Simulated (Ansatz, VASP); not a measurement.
Given: the input of a run of Ansatz 0.2.0 on Pt.

input.yaml

```yaml
crystal:
  lattice:
    - [2.7606656158, 0.0, 0.0]
    - [-1.3803328079, 2.3908065546, 0.0]
    - [0.0, 0.0, 4.88797668]
  atoms:
    - { symbol: Pt, position: [0.3333333333, 0.6666666667, 0.25] }
    - { symbol: Pt, position: [0.6666666667, 0.3333333333, 0.75] }
hamiltonian:
  xc: pbesol
  pseudopotentials: { kind: paw }
kpoints:
  mp_grid: { grid: [9, 9, 5] }
scf:
  occupations: { method: fermi_dirac, width: 0.05 }
output:
  forces: true
  stress: true
  eigenvalues: true
```

Potentials or basis: Ansatz PAW.

Launch:

```sh
$ ansatz run input.yaml --threads 2 --pin off --max-ram 5632MiB --backend cpu --events-out ev --progress --plain --runs-dir out
```

Task: Set up the same calculation for VASP 6.6.1. Potentials there: VASP PAW PBE potentials, release 64 (Pt).

Result: As run (the cutoff follows the program's own potentials):

Contents of INCAR:

```
  ALGO = Normal
  EDIFF = 1E-7
  ENCUT = 520
  GGA = PS
  ISIF = 2
  ISMEAR = -1
  LASPH = True
  LCHARG = False
  LREAL = False
  LWAVE = False
  NBANDS = 17
  NELM = 80
  PREC = Accurate
  SIGMA = 0.05
```

KPOINTS

```
k-points
0
Gamma
  9 9 5
```

File POSCAR:

```
Pt
1.0
    2.7606656158      0.0000000000      0.0000000000
   -1.3803328079      2.3908065546      0.0000000000
    0.0000000000      0.0000000000      4.8879766800
Pt
2
Direct
    0.3333333333      0.6666666667      0.2500000000
    0.6666666667      0.3333333333      0.7500000000
```

Potentials or basis: VASP PAW PBE potentials, release 64 (Pt).

Run with:

```bash
$ cat potpaw_PBE.64/Pt/POTCAR > POTCAR
$ mpirun -np 1 vasp_std > vasp.out
```

Both were run:

|  | VASP | Ansatz | Ansatz less VASP |
| --- | --- | --- | --- |
| gap on the k mesh at the Fermi level (eV) | none | none | - |
| pressure (GPa) | -15.0 | -14.7 | +0.38 |
| traceless stress, the component that is largest in VASP (GPa) | -1.96 | -1.93 | +0.022 |

VASP's potentials were made for PBE, not for PBEsol. A gap of «none» marks a metal or a gap that the smearing closes. With one functional, cell and mesh, what is left measures potentials, basis and numerics. VASP's potentials hold 20 valence electrons a cell and Ansatz's 36, so a difference there can come from the potentials and not from the codes.

Spin-orbit coupling is off throughout.
